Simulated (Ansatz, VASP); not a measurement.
## One calculation of TaHO2, two programs

```xyz
4
Lattice="3.0042 0.0000 0.0000 -1.5021 2.6018 0.0000 0.0000 0.0000 4.7826" Properties=species:S:1:pos:R:3 pbc="T T T"
Ta    0.0000    1.7345    0.0000
H     1.5021    0.8673    2.3913
O     0.0000    0.0000    1.2913
O     0.0000    0.0000    3.4913
```

Alike in both runs: task relaxation of cell and atoms; functional PBE; k mesh 6 × 6 × 4; occupations gaussian, width 0.1 eV; no spin polarisation.

|  | VASP | Ansatz |
| --- | --- | --- |
| version | VASP 6.6.1 | Ansatz 0.2.0 |
| potentials or method | VASP PAW PBE potentials, release 64 (Ta_pv, H, O), cutoff 600 eV | scalar-relativistic, plane waves, PAW |
| valence electrons in the cell | 24 | 26 |

Ansatz gave:

- gap on the k mesh at the Fermi level, each at its own relaxed structure (eV): none
- relaxed volume (Å³/atom): 10.52
- relaxed cell length with the largest relative difference (Å): 5.620

Problem. What did VASP give for the same quantities?

Solution. gap on the k mesh at the Fermi level, each at its own relaxed structure (eV): none; relaxed volume (Å³/atom): 10.35; relaxed cell length with the largest relative difference (Å): 5.523.

A gap of «none» marks a metal or a gap that the smearing closes. VASP's potentials hold 24 valence electrons a cell and Ansatz's 26, so a difference there can come from the potentials and not from the codes.

The k mesh is coarse, so the values compare programs but aren't converged. Spin-orbit coupling is off throughout.
